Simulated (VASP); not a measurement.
# As2F (I4/mcm) in VASP: notebook

The runs below take As2F through relaxation of cell and atoms, single point, with PBE.

All numbers are computed with VASP 6.6.1; they aren't measurements. Logs are shortened: lines on timing, memory, paths and dates and some standing lists are left out, and cuts for length are marked.

### 1 The cell of the first run

It takes space group I4/mcm (No. 140, tetragonal). Conventional cell: a = 6.336 Å, b = 6.336 Å, c = 5.274 Å, α = 90.00°, β = 90.00°, γ = 90.00°. As (site symmetry m2m) has 4 F at 2.70 Å and 11 As at 2.99 to 3.38 Å within 3.6 Å. Within 3.5 Å of F (site symmetry 422) lie 2 F at 2.64 Å and 8 As at 2.70 Å.

### 2 Relaxation of cell and atoms, PBE

Contents of INCAR:

```
SYSTEM = As2F
ALGO = Normal
EDIFF = 1E-6
EDIFFG = -0.04
ENCUT = 600
GGA = PE
IBRION = 2
ISIF = 3
ISMEAR = 0
LASPH = .True.
LCHARG = .False.
LREAL = .False.
LWAVE = .False.
NELM = 60
NSW = 90
PREC = Accurate
SIGMA = 0.1
```

Contents of KPOINTS:

```
k-points
0
Gamma
  4 4 4
  0 0 0
```

Contents of POSCAR:

```
As2F
1.0
   -3.1679498847      3.1679498847      2.6370051500
    3.1679498847     -3.1679498847      2.6370051500
    3.1679498847      3.1679498847     -2.6370051500
As F
4 2
Direct
    0.6670000000      0.1670000000      0.8340000000
    0.1670000000      0.3330000000      0.5000000000
    0.3330000000      0.8330000000      0.1660000000
    0.8330000000      0.6670000000      0.5000000000
    0.2500000000      0.2500000000      0.0000000000
    0.7500000000      0.7500000000      0.0000000000
```

Potentials or basis: VASP PAW PBE potentials, release 64 (As, F).

Started as:

```
$ cat potpaw_PBE.64/As/POTCAR potpaw_PBE.64/F/POTCAR > POTCAR
$ mpirun -np 1 vasp_std > vasp.out
```

OUTCAR:

```text
SYSTEM = As2F
   EDIFF = 1E-6
   EDIFFG = -0.04
   ENCUT = 600
   GGA = PE
   IBRION = 2
   ISIF = 3
   ISMEAR = 0
   LASPH = .True.
   LREAL = .False.
   NELM = 60
   NSW = 90
   PREC = Accurate

 ion  position               nearest neighbor table
   1  0.667  0.167  0.834-
   2  0.167  0.333  0.500-
   3  0.333  0.833  0.166-
   4  0.833  0.667  0.500-
   5  0.250  0.250  0.000-
   6  0.750  0.750  0.000-

  LATTYP: Found a body centered tetragonal cell.
 ALAT       =     6.3358997694
 C/A-ratio  =     0.8324011572

  Lattice vectors:

 A1 = (  -3.1679498847,   3.1679498847,   2.6370051500)
 A2 = (   3.1679498847,  -3.1679498847,   2.6370051500)
 A3 = (   3.1679498847,   3.1679498847,  -2.6370051500)

Analysis of symmetry for initial positions (statically):
=====================================================================
 Subroutine PRICEL returns:
 Original cell was already a primitive cell.

 Routine SETGRP: Setting up the symmetry group for a
 body centered tetragonal supercell.

 Subroutine GETGRP returns: Found 16 space group operations
 (whereof  8 operations were pure point group operations)
 out of a pool of 16 trial point group operations.

The static configuration has the point symmetry C_4h.
 The point group associated with its full space group is D_4h.

Analysis of symmetry for dynamics (positions and initial velocities):
=====================================================================
 Subroutine PRICEL returns:
 Original cell was already a primitive cell.

 Routine SETGRP: Setting up the symmetry group for a
 body centered tetragonal supercell.

 Subroutine GETGRP returns: Found 16 space group operations
 (whereof  8 operations were pure point group operations)
 out of a pool of 16 trial point group operations.

The dynamic configuration has the point symmetry C_4h.
 The point group associated with its full space group is D_4h.

 Subroutine INISYM returns: Found 16 space group operations
 (whereof  8 operations are pure point group operations),
 and found     1 'primitive' translations

----------------------------------------------------------------------------------------

                                     Primitive cell

  volume of cell :     105.8589

  direct lattice vectors                    reciprocal lattice vectors
    -3.167949885  3.167949885  2.637005150     0.000000000  0.157830780  0.189609034
     3.167949885 -3.167949885  2.637005150     0.157830780  0.000000000  0.189609034
     3.167949885  3.167949885 -2.637005150     0.157830780  0.157830780  0.000000000

  length of vectors
     5.198616076  5.198616076  5.198616076     0.246702535  0.246702535  0.223206429

  position of ions in fractional coordinates (direct lattice)
     0.667000000  0.167000000  0.834000000
     0.167000000  0.333000000  0.500000000
     0.333000000  0.833000000  0.166000000
     0.833000000  0.667000000  0.500000000
     0.250000000  0.250000000  0.000000000
     0.750000000  0.750000000  0.000000000

  ion indices of the primitive-cell ions
   primitive index   ion index
                 1           1
                 2           2
                 3           3
                 4           4
                 5           5
                 6           6

----------------------------------------------------------------------------------------

 KPOINTS: k-points

Automatic generation of k-mesh.
 Grid dimensions read from file:
 generate k-points for:    4    4    4

 Generating k-lattice:

  Cartesian coordinates                     Fractional coordinates (reciprocal lattice)
     0.000000000  0.039457695  0.047402259     0.250000000 -0.000000000  0.000000000
     0.039457695  0.000000000  0.047402259    -0.000000000  0.250000000  0.000000000
     0.039457695  0.039457695  0.000000000     0.000000000  0.000000000  0.250000000

  Length of vectors
     0.061675634  0.061675634  0.055801607

  Shift w.r.t. Gamma in fractional coordinates (k-lattice)
     0.000000000  0.000000000  0.000000000

 Subroutine IBZKPT returns following result:
 ===========================================

 Found     13 irreducible k-points:

 Following reciprocal coordinates:
            Coordinates               Weight
  0.000000  0.000000  0.000000      1.000000
  0.250000  0.000000  0.000000      8.000000
  0.500000  0.000000  0.000000      4.000000
  0.250000  0.250000  0.000000      8.000000
  0.500000  0.250000  0.000000     16.000000
 -0.250000  0.250000  0.000000      4.000000
  0.500000  0.500000  0.000000      2.000000
  0.250000  0.250000  0.250000      2.000000
 -0.250000  0.250000  0.250000      4.000000
  0.500000  0.500000  0.250000      4.000000
 -0.250000  0.500000  0.250000      8.000000
 -0.250000 -0.250000  0.250000      2.000000
  0.500000  0.500000  0.500000      1.000000
   k-points           NKPTS =     13   k-points in BZ     NKDIM =     13   number of bands    NBANDS=     21
   number of dos      NEDOS =    301   number of ions     NIONS =      6
   total plane-waves  NPLWV =  74088
   dimension x,y,z NGX =    42 NGY =   42 NGZ =   42
   dimension x,y,z NGXF=    84 NGYF=   84 NGZF=   84
   ions per type =               4   2
   NGX,Y,Z   is equivalent  to a cutoff of  13.43, 13.43, 13.43 a.u.
   NGXF,Y,Z  is equivalent  to a cutoff of  26.86, 26.86, 26.86 a.u.
 SYSTEM =  As2F
   PREC   = accura    normal or accurate (medium, high low for compatibility)
   ISTART =      0    job   : 0-new  1-cont  2-samecut
   ICHARG =      2    charge: 1-file 2-atom 10-const
   ISPIN  =      1    spin polarized calculation?
   LNONCOLLINEAR =      F non collinear calculations
   LSORBIT =      F    spin-orbit coupling
   LASPH  =      T    aspherical Exc in radial PAW
   ENCUT  =  600.0 eV  44.10 Ry    6.64 a.u.  10.38 10.38 10.38*2*pi/ulx,y,z
   NELM   =     60;   NELMIN=  2; NELMDL= -5     # of ELM steps
   EDIFF  = 0.1E-05   stopping-criterion for ELM
   LREAL  =      F    real-space projection
   EDIFFG = -.4E-01   stopping-criterion for IOM
   NSW    =     90    number of steps for IOM
   IBRION =      2    ionic relax: 0-MD 1-quasi-New 2-CG
   NFREE  =      1    steps in history (QN), initial steepest desc. (CG)
   ISIF   =      3    stress and relaxation
   ISYM   =      2    0-nonsym 1-usesym 2-fastsym
   POTIM  = 0.5000    time-step for ionic-motion
   TEBEG  =    0.0;   TEEND  =   0.0 temperature during run
   PSTRESS=    0.0 pullay stress
   NELECT =      34.0000    total number of electrons
   NUPDOWN=      -1.0000    fix difference up-down
   EMIN   =  10.00;   EMAX   =-10.00  energy-range for DOS
   EFERMI =   0.00;   METHOD = LEGACY
   ISMEAR =     0;   SIGMA  =   0.10  broadening in eV -4-tet -1-fermi 0-gaus
   EFERMI_NEDOS =   21; number of points for ismear=-14 and -15
   IALGO  =     38    algorithm
   IMIX   =      4    mixing-type and parameters
     AMIX     =   0.40;   BMIX     =  1.00
     AMIX_MAG =   1.60;   BMIX_MAG =  1.00
  volume/ion in A,a.u.               =      17.64       119.06
  Fermi-wavevector in a.u.,A,eV,Ry     =   1.121137  2.118641 17.101812  1.256948
  Thomas-Fermi vector in A             =   2.257788
   LORBIT       =      0    0 simple, 1 ext, 2 COOP (PROOUT), +10 PAW based schemes
   GGA     = PE    functional components
   LHFCALC =     F    Hartree Fock is set to
   AEXX    =    0.0000 exact exchange contribution
   IVDW    =     0    specifies the selected vdW correction
   LEPSILON=     F    determine dielectric tensor
   LRPA    =     F    only Hartree local field effects (RPA)
 conjugate gradient relaxation of ions
 non-spin polarized calculation
 Gauss-broadening in eV      SIGMA  =   0.10
  energy-cutoff  :      600.00
  volume of cell :      105.86
 maximum number of plane-waves:      3563
 NGX is ok and might be reduce to    42
   NGX = 21   NGY = 21   NGZ = 21

--------------------------------------- Ionic step        1  -------------------------------------------

 number of electron      33.9999996 magnetization

 Free energy of the ion-electron system (eV)
  ---------------------------------------------------
  ext. energy  EPLUGINS =         0.00000000
  ---------------------------------------------------
  free energy    TOTEN  =       -22.29765809 eV

  energy without entropy =      -22.27514623  energy(sigma->0) =      -22.28640216

------------------------ aborting loop because EDIFF is reached ----------------------------------------

  FORCE on cell =-STRESS in cart. coord.  units (eV):
  Direction    XX          YY          ZZ          XY          YZ          ZX
  --------------------------------------------------------------------------------------
  -------------------------------------------------------------------------------------
  Total       -3.7435755     -3.7435755     -4.2265380      0.0000000     -0.0000000      0.0000000
  in kB      -56.6590912    -56.6590912    -63.9687377      0.0000000     -0.0000000      0.0000000
  external PRESSURE =     -59.0956400 kB  Pullay stress =       0.0000000 kB
[... 101 lines left out ...]
  FREE ENERGIE OF THE ION-ELECTRON SYSTEM (eV)
  ---------------------------------------------------
  free  energy   TOTEN  =       -22.4834443700 eV

  energy  without entropy=      -22.4621327159  energy(sigma->0) =      -22.47278854

 E-fermi :   4.1934     XC(G=0): -10.3405

 val. band max:        4.1582151204   @ k =  -0.2500   0.2500   0.2500
 cond. band min:       4.2264082953   @ k =  -0.2500   0.5000   0.2500
 fundamental gap:      0.0681931749
 Fermi energy:         4.1934049458

 k-point     1 :       0.0000    0.0000    0.0000
  band No.  band energies     occupation
      1     -17.6470      2.00000
      2     -16.8951      2.00000
      3      -9.7682      2.00000
      4      -5.4367      2.00000
      5      -4.2007      2.00000
      6      -4.2007      2.00000
[... 286 lines left out ...]
      5      -6.1122      2.00000
      6      -5.6709      2.00000
[... 13 lines left out ...]
     20       5.7259      0.00000
     21       5.7942      0.00000

[... ionic steps 4 to 22 ...]

--------------------------------------- Ionic step       23  -------------------------------------------

 number of electron      34.0000013 magnetization

------------------------ aborting loop because EDIFF is reached ----------------------------------------

  FORCE on cell =-STRESS in cart. coord.  units (eV):
  Direction    XX          YY          ZZ          XY          YZ          ZX
  --------------------------------------------------------------------------------------
  -------------------------------------------------------------------------------------
  Total        0.0241188      0.0241188      0.3284378      0.0000000      0.0000000      0.0000000
  in kB        0.3778235      0.3778235      5.1450069      0.0000000      0.0000000      0.0000000
  external PRESSURE =       1.9668847 kB  Pullay stress =       0.0000000 kB
[... 65 lines left out ...]
  energy  without entropy=      -23.2124031869  energy(sigma->0) =      -23.21867032

--------------------------------------- Ionic step       25  -------------------------------------------

 number of electron      34.0000014 magnetization

 Free energy of the ion-electron system (eV)
  ---------------------------------------------------
  ext. energy  EPLUGINS =         0.00000000
  ---------------------------------------------------
  free energy    TOTEN  =       -23.22542300 eV

  energy without entropy =      -23.21299523  energy(sigma->0) =      -23.21920912

 E-fermi :   4.0566     XC(G=0): -10.2581

 val. band max:        4.0472496654   @ k =   0.0000   0.0000   0.0000
 cond. band min:       4.1323262278   @ k =   0.5000   0.5000   0.5000
 fundamental gap:      0.0850765624
 Fermi energy:         4.0566163202

 k-point     1 :       0.0000    0.0000    0.0000
  band No.  band energies     occupation
      1     -17.7299      2.00000
      2     -17.0536      2.00000
      3      -9.9111      2.00000
      4      -5.7402      2.00000
      5      -4.2977      2.00000
      6      -4.2977      2.00000
[... 334 lines left out ...]
  FREE ENERGIE OF THE ION-ELECTRON SYSTEM (eV)
  ---------------------------------------------------
  free  energy   TOTEN  =       -23.2254230019 eV

  energy  without entropy=      -23.2129952300  energy(sigma->0) =      -23.21920912

 reached required accuracy - stopping structural energy minimisation
```

Wall time 6.3 min (1 thread of Intel Xeon 6975P-C (Granite Rapids), shared host); peak memory 0.28 GiB.

What came out:

```yaml
Free_energy: -23.2254 eV
Relaxed_volume: 17.10 Å³/atom
Relaxed_cell: a = 5.192 Å, b = 5.192 Å, c = 5.192 Å, α = 102.81°, β = 102.81°, γ = 123.81°
Space_group_after_relaxing_to_0.1_Å: I4/mcm (No. 140)
Energy_gained_by_relaxing: 154.6 meV/atom
Ionic_steps: 25
Pressure_after_relaxing: 0.0 GPa
Largest_force_after_relaxing: 0.028 eV/Å
Band_gap_on_the_k_mesh: zero (bands 17 and 18 overlap by 1.28 eV)
```

Forces on the atoms (eV/Å):
```
As   0.020  0.020  0.000
As  -0.020  0.020  0.000
As  -0.020 -0.020  0.000
As   0.020 -0.020  0.000
F    0.000  0.000  0.000
F    0.000  0.000  0.000
```

The path:
```
step  energy change (eV)  largest force (eV/Å)  pressure (GPa)  volume (Å³)
   1              0.0000                0.2100           -5.91       105.86
   2             -0.1847                0.3491            0.83        96.20
   3             -0.1858                0.3416            0.27        96.81
   4             -0.2162                0.4614            0.44        96.57
   5             -0.3517                0.7471            0.79        95.84
   6             -0.6747                0.6985            2.48        94.32
   7              0.0656                3.5865           17.62        91.06
   8             -0.7511                0.4576            3.52        93.85
   9             -0.7750                0.0755            5.81        93.12
  10             -0.7801                0.0611            5.08        93.32
  11             -0.7909                0.0092            5.04        93.59
  12             -0.8146                0.1152            5.15        94.41
  13             -0.8075                0.6746            5.77        96.05
  14             -0.8225                0.2534            5.36        95.00
  15             -0.8494                0.1799            4.42        95.91
  16             -0.9018                0.0265            1.89        98.67
  17             -0.8921                0.3830           -2.25       104.36
  18             -0.9153                0.1912           -0.10       101.18
  19             -0.9153                0.1832           -0.01       101.05
  20             -0.9182                0.1533            0.00       101.22
  21             -0.9242                0.0649            0.07       101.73
  22             -0.9258                0.1456            0.24       102.76
  23             -0.9272                0.0351            0.20       102.28
  24             -0.9273                0.0546            0.20       102.37
  25             -0.9278                0.0282            0.02       102.60
```

Final structure:
```
As F
1.0
    -3.23880    3.23880    2.44515
     3.23880   -3.23880    2.44515
     3.23880    3.23880   -2.44515
As F
4 2
Cartesian
  0.8511 4.0899 0.0000
  2.3877 0.8511 0.0000
  2.3877 -0.8511 2.4452
  0.8511 2.3877 2.4452
  0.0000 0.0000 1.2226
  0.0000 0.0000 3.6677
```

Levels at points of the mesh, in eV from the Fermi level:
```csv
k point,band 13,band 14,band 15,band 16,band 17,band 18,band 19,band 20,band 21
"(0.00, 0.00, 0.00)",-3.68,-3.32,-1.14,-0.98,-0.98,-0.01,-0.01,0.80,2.98
"(0.50, 0.00, 0.00)",-2.17,-2.17,-1.22,-1.22,0.45,0.45,1.62,1.62,3.19
"(0.50, 0.50, 0.00)",-1.71,-1.28,-1.14,-1.08,-0.81,-0.53,1.22,1.43,2.67
"(0.50, 0.50, 0.50)",-1.42,-1.41,-1.13,-0.23,-0.23,0.08,1.51,1.51,1.69
```

Caveat: the k points lie up to 0.40 Å⁻¹ apart in the final cell, too coarse for converged energies and pressures of a metal.

### 3 Single point, PBE

This run uses another cell than the first one, of 17.51 Å³/atom.

Contents of INCAR:

```
SYSTEM = As2F
ALGO = Normal
EDIFF = 1E-6
ENCUT = 520
GGA = PE
ISIF = 2
ISMEAR = 0
LASPH = .TRUE.
LCHARG = .FALSE.
LREAL = .FALSE.
LWAVE = .FALSE.
NBANDS = 26
NELM = 100
PREC = Accurate
SIGMA = 0.1
```

Contents of KPOINTS:

```
k-points
0
G
  10 10 10
  0 0 0
```

Contents of POSCAR:

```
As2F
1.0
   -3.2399447962      3.2399447962      2.5023511383
    3.2399447962     -3.2399447962      2.5023511383
    3.2399447962      3.2399447962     -2.5023511383
As F
4 2
Direct
    0.1282240221      0.6282240221      0.7564480442
    0.6282240221      0.8717759779      0.5000000000
    0.8717759779      0.3717759779      0.2435519558
    0.3717759779      0.1282240221      0.5000000000
    0.7500000000      0.7500000000      0.0000000000
    0.2500000000      0.2500000000      0.0000000000
```

Potentials or basis: VASP PAW PBE potentials, release 64 (As, F).

Started as:

```
$ cat potpaw_PBE.64/As/POTCAR potpaw_PBE.64/F/POTCAR > POTCAR
$ mpirun -np 1 vasp_std > vasp.out
```

Run time: 2.5 min. Hardware: 1 thread of Intel Xeon 6975P-C (Granite Rapids), shared host; peak memory 0.38 GiB.

The run converged. Its results:

```
Free energy            : -23.2587 eV
Pressure               : 0.1 GPa
Largest force          : 0.075 eV/Å
Band gap on the k mesh : zero (bands 17 and 18 overlap by 1.07 eV)
```

Forces in eV/Å, atoms in the order of the input:
```
As   0.053  0.053  0.000
As  -0.053  0.053  0.000
As  -0.053 -0.053  0.000
As   0.053 -0.053  0.000
F    0.000  0.000  0.000
F    0.000  0.000  0.000
```

Stress tensor (GPa, compression positive):
```
 0.14  0.00  0.00
 0.00  0.14  0.00
 0.00  0.00 -0.07
```

Levels at points of the mesh, in eV from the Fermi level:
```
           k point  band 15  band 16  band 17  band 18  band 19  band 20
(0.00, 0.00, 0.00)    -1.06    -0.87    -0.87     0.25     0.25     1.10
(0.50, 0.00, 0.00)    -1.11    -1.11     0.32     0.32     1.83     1.83
(0.50, 0.50, 0.00)    -0.99    -0.98    -0.79    -0.52     1.36     1.67
(0.50, 0.50, 0.50)    -1.04    -0.25    -0.25     0.03     1.64     1.64
```

The gap in the log of VASP goes by the Fermi energy; the results here count the filled bands.